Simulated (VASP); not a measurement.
Write the native input for VASP 6.6.1 that does the following.

| Item | Value |
| --- | --- |
| Task | single point |
| Functional | PBEsol |
| Potentials or basis | VASP PAW PBE potentials, release 64 (Rh_pv, N) |
| Cutoff | 520 eV |
| k mesh | 7 × 7 × 4 |
| Occupations | gaussian, width 0.05 eV |
| Spin | collinear spin, ferrimagnetic start |
| Starting moments | [0.6, -0.3, 0.0, 0.0] μB |
| Hubbard terms | Rh d U = 7.0 eV |
| Dipole correction | no |
| Further INCAR settings | ALGO = Normal; EDIFF = 1e-06; NBANDS = 32 |

The structure of RhN lies in POSCAR:

```
RhN
1.0
    2.9628278700      0.0000000000      0.0000000000
   -1.4814139400      2.5658842000      0.0000000000
    0.0000000000      0.0000000000      5.7831464200
Rh N
2 2
Direct
    0.0000000000      0.0000000000      0.0000000000
    0.0000000000      0.0000000000      0.5000000000
    0.6666666667      0.3333333333      0.2500000000
    0.6666666667      0.3333333333      0.7500000000
```

The input as run:

INCAR

```
SYSTEM = RhN
ALGO = Normal
EDIFF = 1E-6
ENCUT = 520
GGA = PS
ISIF = 2
ISMEAR = 0
ISPIN = 2
LASPH = .True.
LCHARG = .False.
LDAU = .True.
LDAUJ = 0 0
LDAUL = 2 -1
LDAUPRINT = 1
LDAUTYPE = 2
LDAUU = 7 0
LMAXMIX = 4
LORBIT = 11
LREAL = .False.
LWAVE = .False.
MAGMOM = 0.6 -0.3 0 0
NBANDS = 32
NELM = 150
PREC = Accurate
SIGMA = 0.05
```

KPOINTS

```
k-points
0
Gamma
  7 7 4
  0 0 0
```

Potentials or basis: VASP PAW PBE potentials, release 64 (Rh_pv, N).

Run with:

```console
$ cat potpaw_PBE.64/Rh_pv/POTCAR potpaw_PBE.64/N/POTCAR > POTCAR
$ mpirun -np 1 vasp_std > vasp.out
```

It gave:

* Pressure: -12.3 GPa
* Band gap on the k mesh: zero (filled and empty bands overlap)
* Net moment: 0.00 μB per cell
* Site moments: Rh +2.04, -2.04; N -0.00 μB
* Valence electrons inside the program's atomic spheres: Rh 13.65; N 3.52

Caveat: the cell stands under tension; the PAW data sets were made with another functional, which shifts forces and pressure a little.

It took 2.4 min on 1 thread of Intel Xeon 8259CL, with other jobs on the host, peak memory 0.22 GiB.
